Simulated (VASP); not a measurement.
# MoS2 (R-3m) in VASP: settings compared

Aim: see how the results for MoS2 move with the level of theory and the settings. Levels: LDA, PBEsol. Tasks: single point.

Everything below comes from runs of VASP 6.6.1. Logs are shortened: lines on timing, memory, paths and dates and some standing lists are left out, and cuts for length are marked.

## 1. The cell of the first run

Symmetry: R-3m, No. 166, trigonal system. The conventional cell has a = 3.128 Å, b = 3.128 Å, c = 18.097 Å, α = 90.00°, β = 90.00°, γ = 120.00°. Mo (site symmetry -3m) has 6 S at 2.35 Å and 6 Mo at 3.13 Å within 3.2 Å. S (site symmetry 3m) has 3 Mo at 2.35 Å and 6 S at 3.13 Å within 3.2 Å.

## 2. Single point, LDA (17.04 Å³/atom)

INCAR reads:

```
ALGO     = Normal         # electronic algorithm
EDIFF    = 1E-6           # SCF threshold, eV
ENCUT    = 520            # plane-wave cutoff, eV
GGA      = CA             # functional
ISIF     = 2              # what is computed and relaxed
ISMEAR   = -1             # smearing method
LASPH    = T              # aspherical terms in the spheres
LCHARG   = F              # write CHGCAR
LREAL    = F              # projectors in reciprocal space
LWAVE    = F              # write WAVECAR
NBANDS   = 20             # bands
NELM     = 60             # most SCF steps
PREC     = Accurate       # precision mode
SIGMA    = 0.05           # smearing width, eV
```

KPOINTS reads:

```
k-points
0
Gamma
  10 10 10
```

POSCAR reads:

```
MoS2
1.0
    1.5640716975      0.9030172156      6.0323514456
   -1.5640716975      0.9030172156      6.0323514456
    0.0000000000     -1.8060344312      6.0323514456
Mo S
1 2
Direct
    0.0000000000      0.0000000000      0.0000000000
    0.2500000000      0.2500000000      0.2500000000
    0.7500000000      0.7500000000      0.7500000000
```

Potentials or basis: VASP PAW LDA potentials, release 64 (Mo_sv, S).

On the command line:

```sh
$ cat potpaw_LDA.64/Mo_sv/POTCAR potpaw_LDA.64/S/POTCAR > POTCAR
$ mpirun -np 1 vasp_std > vasp.out
```

OUTCAR:

```text
EDIFF = 1E-6
   ENCUT = 520
   GGA = CA
   ISIF = 2
   ISMEAR = -1
   LASPH = T
   LREAL = F
   NELM = 60
   PREC = Accurate

 ion  position               nearest neighbor table
   1  0.000  0.000  0.000-   3 2.35   3 2.35   2 2.35   2 2.35   3 2.35   2 2.35
   2  0.250  0.250  0.250-   1 2.35   1 2.35   1 2.35
   3  0.750  0.750  0.750-   1 2.35   1 2.35   1 2.35

  LATTYP: Found a trigonal (rhomboedric) cell.
 ALAT       =     6.2969059331
 COS(alpha) =     0.8766074614

  Lattice vectors:

 A1 = (   1.5640716975,   0.9030172156,   6.0323514456)
 A2 = (  -1.5640716975,   0.9030172156,   6.0323514456)
 A3 = (   0.0000000000,  -1.8060344312,   6.0323514456)

Analysis of symmetry for initial positions (statically):
=====================================================================
 Subroutine PRICEL returns:
 Original cell was already a primitive cell.

 Routine SETGRP: Setting up the symmetry group for a
 trigonal (rhombohedral) supercell.

 Subroutine GETGRP returns: Found 12 space group operations
 (whereof 12 operations were pure point group operations)
 out of a pool of 12 trial point group operations.

The static configuration has the point symmetry D_3d.

Analysis of symmetry for dynamics (positions and initial velocities):
=====================================================================
 Subroutine PRICEL returns:
 Original cell was already a primitive cell.

 Routine SETGRP: Setting up the symmetry group for a
 trigonal (rhombohedral) supercell.

 Subroutine GETGRP returns: Found 12 space group operations
 (whereof 12 operations were pure point group operations)
 out of a pool of 12 trial point group operations.

The dynamic configuration has the point symmetry D_3d.

 Subroutine INISYM returns: Found 12 space group operations
 (whereof 12 operations are pure point group operations),
 and found     1 'primitive' translations

----------------------------------------------------------------------------------------

                                     Primitive cell

  volume of cell :      51.1200

  direct lattice vectors                    reciprocal lattice vectors
     1.564071697  0.903017216  6.032351446     0.319678440  0.184566433  0.055257612
    -1.564071697  0.903017216  6.032351446    -0.319678440  0.184566433  0.055257612
     0.000000000 -1.806034431  6.032351446     0.000000000 -0.369132867  0.055257612

  length of vectors
     6.296905933  6.296905933  6.296905933     0.373245866  0.373245866  0.373245866

  position of ions in fractional coordinates (direct lattice)
     0.000000000  0.000000000  0.000000000
     0.250000000  0.250000000  0.250000000
     0.750000000  0.750000000  0.750000000

  ion indices of the primitive-cell ions
   primitive index   ion index
                 1           1
                 2           2
                 3           3

----------------------------------------------------------------------------------------

 KPOINTS: k-points

Automatic generation of k-mesh.
 Grid dimensions read from file:
 generate k-points for:   10   10   10

 Generating k-lattice:

  Cartesian coordinates                     Fractional coordinates (reciprocal lattice)
     0.031967844  0.018456643  0.005525761     0.100000000 -0.000000000  0.000000000
    -0.031967844  0.018456643  0.005525761    -0.000000000  0.100000000  0.000000000
     0.000000000 -0.036913287  0.005525761     0.000000000  0.000000000  0.100000000

  Length of vectors
     0.037324587  0.037324587  0.037324587

  Shift w.r.t. Gamma in fractional coordinates (k-lattice)
     0.000000000  0.000000000  0.000000000

 Subroutine IBZKPT returns following result:
 ===========================================

 Found    116 irreducible k-points:

 Following reciprocal coordinates:
            Coordinates               Weight
  0.000000  0.000000  0.000000      1.000000
  0.100000  0.000000 -0.000000      6.000000
  0.200000  0.000000 -0.000000      6.000000
  0.300000 -0.000000 -0.000000      6.000000
  0.400000 -0.000000  0.000000      6.000000
  0.500000 -0.000000  0.000000      3.000000
[... 16 lines left out ...]
  0.300000  0.300000 -0.000000      6.000000
  0.400000  0.300000  0.000000     12.000000
 [... further k-points ...]
   k-points           NKPTS =    116   k-points in BZ     NKDIM =    116   number of bands    NBANDS=     20
   number of dos      NEDOS =    301   number of ions     NIONS =      3
   total plane-waves  NPLWV = 110592
   dimension x,y,z NGX =    48 NGY =   48 NGZ =   48
   dimension x,y,z NGXF=    96 NGYF=   96 NGZF=   96
   ions per type =               1   2
   NGX,Y,Z   is equivalent  to a cutoff of  12.67, 12.67, 12.67 a.u.
   NGXF,Y,Z  is equivalent  to a cutoff of  25.35, 25.35, 25.35 a.u.
 SYSTEM =  unknown system
   PREC   = accura    normal or accurate (medium, high low for compatibility)
   ISTART =      0    job   : 0-new  1-cont  2-samecut
   ICHARG =      2    charge: 1-file 2-atom 10-const
   ISPIN  =      1    spin polarized calculation?
   LNONCOLLINEAR =      F non collinear calculations
   LSORBIT =      F    spin-orbit coupling
   LASPH  =      T    aspherical Exc in radial PAW
   ENCUT  =  520.0 eV  38.22 Ry    6.18 a.u.  11.71 11.71 11.71*2*pi/ulx,y,z
   NELM   =     60;   NELMIN=  2; NELMDL= -5     # of ELM steps
   EDIFF  = 0.1E-05   stopping-criterion for ELM
   LREAL  =      F    real-space projection
   EDIFFG = 0.1E-04   stopping-criterion for IOM
   NSW    =      0    number of steps for IOM
   IBRION =     -1    ionic relax: 0-MD 1-quasi-New 2-CG
   NFREE  =      0    steps in history (QN), initial steepest desc. (CG)
   ISIF   =      2    stress and relaxation
   ISYM   =      2    0-nonsym 1-usesym 2-fastsym
   POTIM  = 0.5000    time-step for ionic-motion
   TEBEG  =    0.0;   TEEND  =   0.0 temperature during run
   PSTRESS=    0.0 pullay stress
   NELECT =      26.0000    total number of electrons
   NUPDOWN=      -1.0000    fix difference up-down
   EMIN   =  10.00;   EMAX   =-10.00  energy-range for DOS
   EFERMI =   0.00;   METHOD = LEGACY
   ISMEAR =    -1;   SIGMA  =   0.05  broadening in eV -4-tet -1-fermi 0-gaus
   EFERMI_NEDOS =   21; number of points for ismear=-14 and -15
   IALGO  =     38    algorithm
   IMIX   =      4    mixing-type and parameters
     AMIX     =   0.40;   BMIX     =  1.00
     AMIX_MAG =   1.60;   BMIX_MAG =  1.00
  volume/ion in A,a.u.               =      17.04       114.99
  Fermi-wavevector in a.u.,A,eV,Ry     =   1.306780  2.469456 23.234309  1.707674
  Thomas-Fermi vector in A             =   2.437559
   LORBIT       =      0    0 simple, 1 ext, 2 COOP (PROOUT), +10 PAW based schemes
   GGA     = CA    functional components
   LHFCALC =     F    Hartree Fock is set to
   AEXX    =    0.0000 exact exchange contribution
   IVDW    =     0    specifies the selected vdW correction
   LEPSILON=     F    determine dielectric tensor
   LRPA    =     F    only Hartree local field effects (RPA)
 non-spin polarized calculation
  energy-cutoff  :      520.00
  volume of cell :       51.12
 maximum number of plane-waves:      1391
   NGX = 23   NGY = 23   NGZ = 23

 number of electron      26.0000001 magnetization

 Free energy of the ion-electron system (eV)
  ---------------------------------------------------
  ext. energy  EPLUGINS =         0.00000000
  ---------------------------------------------------
  free energy    TOTEN  =       -23.58544857 eV

  energy without entropy =      -23.57953155  energy(sigma->0) =      -23.58249006

 E-fermi :   8.2144     XC(G=0): -11.3222

 val. band max:        8.1894975457   @ k =   0.1000   0.0000  -0.0000
 cond. band min:       8.2238012090   @ k =   0.1000   0.1000  -0.0000
 fundamental gap:      0.0343036633
 Fermi energy:         8.2143535452

 k-point     1 :       0.0000    0.0000    0.0000
  band No.  band energies     occupation
      1     -53.2310      2.00000
      2     -27.5555      2.00000
      3     -27.4056      2.00000
      4     -27.4056      2.00000
      5      -7.2159      2.00000
      6      -5.4142      2.00000
[... 12 lines left out ...]
     19      15.1637      0.00000
     20      17.7470      0.00000

 k-point     2 :       0.1000    0.0000   -0.0000
  band No.  band energies     occupation
      1     -53.2261      2.00000
      2     -27.5461      2.00000
      3     -27.4521      2.00000
      4     -27.4161      2.00000
      5      -7.0390      2.00000
      6      -5.3915      2.00000
[... 12 lines left out ...]
     19      15.7127      0.00000
     20      17.2293      0.00000

 k-point     3 :       0.2000    0.0000   -0.0000
  band No.  band energies     occupation
      1     -53.2135      2.00000
      2     -27.5726      2.00000
      3     -27.5211      2.00000
      4     -27.4433      2.00000
      5      -6.5502      2.00000
      6      -5.3191      2.00000
[... 12 lines left out ...]
     19      16.3878      0.00000
     20      17.3768      0.00000

 k-point     4 :       0.3000   -0.0000   -0.0000
  band No.  band energies     occupation
      1     -53.1979      2.00000
      2     -27.7180      2.00000
      3     -27.4905      2.00000
      4     -27.4767      2.00000
      5      -5.9194      2.00000
      6      -5.1435      2.00000
[... 12 lines left out ...]
     19      15.9512      0.00000
     20      17.4083      0.00000

 k-point     5 :       0.4000   -0.0000    0.0000
  band No.  band energies     occupation
      1     -53.1852      2.00000
      2     -27.8334      2.00000
      3     -27.5036      2.00000
      4     -27.4655      2.00000
      5      -5.5548      2.00000
      6      -4.6893      2.00000
[... 12 lines left out ...]
     19      15.5761      0.00000
     20      15.8075      0.00000

 k-point     6 :       0.5000   -0.0000    0.0000
  band No.  band energies     occupation
      1     -53.1804      2.00000
      2     -27.8770      2.00000
      3     -27.5139      2.00000
      4     -27.4559      2.00000
      5      -5.4829      2.00000
      6      -4.3723      2.00000
[... 12 lines left out ...]
     19      15.0295      0.00000
     20      15.6441      0.00000

 k-point     7 :       0.1000    0.1000   -0.0000
  band No.  band energies     occupation
      1     -53.2261      2.00000
      2     -27.5461      2.00000
      3     -27.4521      2.00000
      4     -27.4161      2.00000
      5      -7.0314      2.00000
      6      -5.4055      2.00000
[... 12 lines left out ...]
     19      15.7597      0.00000
     20      17.2489      0.00000
[... 277 lines left out ...]
 k-point    20 :      -0.4000    0.2000    0.0000
  band No.  band energies     occupation
      1     -53.1764      2.00000
      2     -27.8204      2.00000
      3     -27.6182      2.00000
      4     -27.4484      2.00000
      5      -5.1330      2.00000
      6      -4.5124      2.00000
[... 12 lines left out ...]
     19      15.8743      0.00000
     20      17.2678      0.00000

 k-point    21 :      -0.3000    0.2000    0.0000
  band No.  band energies     occupation
      1     -53.1804      2.00000
      2     -27.8000      2.00000
      3     -27.5945      2.00000
      4     -27.4561      2.00000
      5      -5.1505      2.00000
      6      -4.8136      2.00000
[... 12 lines left out ...]
     19      15.9975      0.00000
     20      16.9493      0.00000

 k-point    22 :      -0.2000    0.2000    0.0000
  band No.  band energies     occupation
      1     -53.1906      2.00000
      2     -27.7412      2.00000
      3     -27.5376      2.00000
      4     -27.4758      2.00000
      5      -5.5089      2.00000
      6      -5.1469      2.00000
[... 12 lines left out ...]
     19      16.5381      0.00000
     20      16.7676      0.00000

 k-point    23 :       0.3000    0.3000   -0.0000
  band No.  band energies     occupation
      1     -53.1979      2.00000
      2     -27.7180      2.00000
      3     -27.4905      2.00000
      4     -27.4767      2.00000
      5      -5.7841      2.00000
      6      -5.3137      2.00000
[... 12 lines left out ...]
     19      15.3119      0.00000
     20      16.3359      0.00000

 k-point    24 :       0.4000    0.3000    0.0000
  band No.  band energies     occupation
      1     -53.1891      2.00000
      2     -27.7782      2.00000
      3     -27.5162      2.00000
      4     -27.4730      2.00000
      5      -5.3973      2.00000
      6      -5.1665      2.00000
[... 12 lines left out ...]
     19      15.4518      0.00000
     20      16.4595      0.00000

 [... further k-points ...]

------------------------ aborting loop because EDIFF is reached ----------------------------------------

  FORCE on cell =-STRESS in cart. coord.  units (eV):
  Direction    XX          YY          ZZ          XY          YZ          ZX
  --------------------------------------------------------------------------------------
  -------------------------------------------------------------------------------------
  Total        1.6356028      1.6356028      3.4897888      0.0000000      0.0000000      0.0000000
  in kB       51.2622731     51.2622731    109.3752750      0.0000000      0.0000000      0.0000000
  external PRESSURE =      70.6332737 kB  Pullay stress =       0.0000000 kB

 VOLUME and BASIS-vectors are now :
 -----------------------------------------------------------------------------
  energy-cutoff  :      520.00
  volume of cell :       51.12
      direct lattice vectors                 reciprocal lattice vectors
     1.564071697  0.903017216  6.032351446     0.319678440  0.184566433  0.055257612
    -1.564071697  0.903017216  6.032351446    -0.319678440  0.184566433  0.055257612
     0.000000000 -1.806034431  6.032351446     0.000000000 -0.369132867  0.055257612

 POSITION                                       TOTAL-FORCE (eV/Angst)
 -----------------------------------------------------------------------------------
      0.00000      0.00000      0.00000         0.000000      0.000000      0.000000
      0.00000      0.00000      4.52426        -0.000000      0.000000     -1.358325
      0.00000      0.00000     13.57279        -0.000000     -0.000000      1.358325
 -----------------------------------------------------------------------------------
    total drift:                               -0.000000      0.000000      0.000000

  FREE ENERGIE OF THE ION-ELECTRON SYSTEM (eV)
  ---------------------------------------------------
  free  energy   TOTEN  =       -23.5854485745 eV

  energy  without entropy=      -23.5795315538  energy(sigma->0) =      -23.58249006
```

It took 7 min on 1 thread of Intel Xeon 8259CL, shared host; peak memory 0.33 GiB.

Results:

| Item | Value |
| --- | --- |
| Free energy | -23.5854 eV |
| Pressure | 7.1 GPa |
| Largest force | 1.358 eV/Å |
| Band gap on the k mesh | zero (bands 13 and 14 overlap by 0.56 eV) |

Forces on the atoms (eV/Å):
```
Mo   0.000  0.000  0.000
S    0.000  0.000 -1.358
S    0.000  0.000  1.358
```

Stress tensor (GPa, compression positive):
```
 5.13  0.00  0.00
 0.00  5.13  0.00
 0.00  0.00 10.94
```

Levels at points of the mesh, in eV from the Fermi level:
| k point | band 9 | band 10 | band 11 | band 12 | band 13 | band 14 | band 15 | band 16 | band 17 | band 18 |
| --- | --- | --- | --- | --- | --- | --- | --- | --- | --- | --- |
| (0.00, 0.00, 0.00) | -4.44 | -1.82 | -1.42 | -1.16 | -1.16 | -0.22 | -0.22 | 3.54 | 3.54 | 6.06 |
| (0.50, 0.00, 0.00) | -5.56 | -4.57 | -2.90 | -2.07 | -1.63 | 1.08 | 2.05 | 3.54 | 4.29 | 5.34 |
| (0.50, 0.50, 0.00) | -4.89 | -4.49 | -2.95 | -2.41 | -1.86 | 1.08 | 1.79 | 4.05 | 4.62 | 4.85 |
| (0.50, 0.50, 0.50) | -4.42 | -4.13 | -1.15 | -1.15 | -0.33 | -0.33 | -0.03 | 3.67 | 3.67 | 5.89 |

Caveat: the cell stands under pressure; forces of over 1 eV/Å act on the atoms, so gaps and moduli don't describe the material at rest.

## 3. Single point, PBEsol

This run uses another cell than the first one, of 13.30 Å³/atom.

INCAR reads:

```
ALGO = Normal
EDIFF = 1E-7
ENCUT = 520
GGA = PS
ISIF = 2
ISMEAR = -1
LASPH = True
LCHARG = False
LREAL = False
LWAVE = False
NBANDS = 20
NELM = 100
PREC = Accurate
SIGMA = 0.05
```

KPOINTS is that of step 2.

POSCAR reads:

```
MoS2
1.0
    1.4621111181      0.8441502476      5.3880278359
   -1.4621111181      0.8441502476      5.3880278359
    0.0000000000     -1.6883004952      5.3880278359
Mo S
1 2
Direct
    0.0000000000      0.0000000000      0.0000000000
    0.2323813419      0.2323813419      0.2323813419
    0.7676186581      0.7676186581      0.7676186581
```

Potentials or basis: VASP PAW PBE potentials, release 64 (Mo_sv, S).

On the command line:

```sh
$ cat potpaw_PBE.64/Mo_sv/POTCAR potpaw_PBE.64/S/POTCAR > POTCAR
$ mpirun -np 1 vasp_std > vasp.out
```

Wall time 7.2 min (1 thread of Intel Xeon 8259CL, shared host); peak memory 0.31 GiB.

Results (log left out):

```
Free energy            : -21.8699 eV
Pressure               : 30.1 GPa
Largest force          : 0.020 eV/Å
Band gap on the k mesh : zero (bands 13 and 14 overlap by 0.52 eV)
```

Forces in eV/Å, atoms in the order of the input:
```
Mo   0.000  0.000  0.000
S    0.000  0.000  0.020
S    0.000  0.000 -0.020
```

Stress tensor (GPa, compression positive):
```
30.07  0.00  0.00
 0.00 30.07  0.00
 0.00  0.00 30.25
```

Levels at points of the mesh, in eV from the Fermi level:
```tsv
k point	band 9	band 10	band 11	band 12	band 13	band 14	band 15	band 16	band 17	band 18
(0.00, 0.00, 0.00)	-3.41	-2.41	-0.49	-0.49	0.04	1.07	1.07	3.43	3.43	6.52
(0.50, 0.00, 0.00)	-6.39	-4.16	-2.25	-2.21	-0.40	2.58	2.77	3.04	4.85	4.87
(0.50, 0.50, 0.00)	-4.52	-3.61	-3.53	-2.73	-1.95	2.10	2.58	5.00	5.14	5.80
(0.50, 0.50, 0.50)	-3.29	-3.29	-0.37	-0.37	0.27	0.27	0.67	4.12	4.12	7.37
```

Caveat: the cell stands under pressure; the PAW data sets were made with another functional, which shifts forces and pressure a little.

## 4. Single point, PBEsol

This run uses another cell than the first one, of 14.01 Å³/atom.

INCAR reads:

```
ALGO = Normal
EDIFF = 1E-7
ENCUT = 520
GGA = PS
ISIF = 2
ISMEAR = -1
LASPH = T
LCHARG = T
LELF = T
LREAL = F
LVHAR = T
LWAVE = F
NBANDS = 20
NELM = 60
PREC = Accurate
SIGMA = 0.05
```

KPOINTS is that of step 3.

POSCAR reads:

```
MoS2
1.0
    1.4861400279      0.8580233452      5.4932344593
   -1.4861400279      0.8580233452      5.4932344593
    0.0000000000     -1.7160466904      5.4932344593
Mo S
1 2
Direct
    0.0000000000      0.0000000000      0.0000000000
    0.2346049957      0.2346049957      0.2346049957
    0.7653950043      0.7653950043      0.7653950043
```

On the command line:

```sh
$ cat potpaw_PBE.64/Mo_sv/POTCAR potpaw_PBE.64/S/POTCAR > POTCAR
$ mpirun -np 1 vasp_std > vasp.out
```

Run time: 9.3 min. Hardware: 1 thread of Intel Xeon 8259CL, shared host; peak memory 0.36 GiB.

Results (log left out):

```
Free energy            : -22.2030 eV
Pressure               : 20.1 GPa
Largest force          : 0.015 eV/Å
Band gap on the k mesh : zero (bands 13 and 14 overlap by 0.27 eV)
```

Forces on the atoms (eV/Å):
```
Mo   0.000  0.000  0.000
S    0.000  0.000  0.015
S    0.000  0.000 -0.015
```

Stress tensor (GPa, compression positive):
```
20.08  0.00  0.00
 0.00 20.08  0.00
 0.00  0.00 20.19
```

Levels at points of the mesh, in eV from the Fermi level:
```tsv
k point	band 11	band 12	band 13	band 14	band 15	band 16
(0.00, 0.00, 0.00)	-0.56	-0.56	-0.32	0.83	0.83	3.40
(0.50, 0.00, 0.00)	-2.36	-2.18	-0.61	2.28	2.86	2.88
(0.50, 0.50, 0.00)	-3.27	-2.75	-1.83	2.05	2.28	4.70
(0.50, 0.50, 0.50)	-0.47	-0.47	0.21	0.21	0.44	3.96
```

Caveat: the cell stands under pressure; the PAW data sets were made with another functional, which shifts forces and pressure a little.

(Continued in part 2 of 2.)
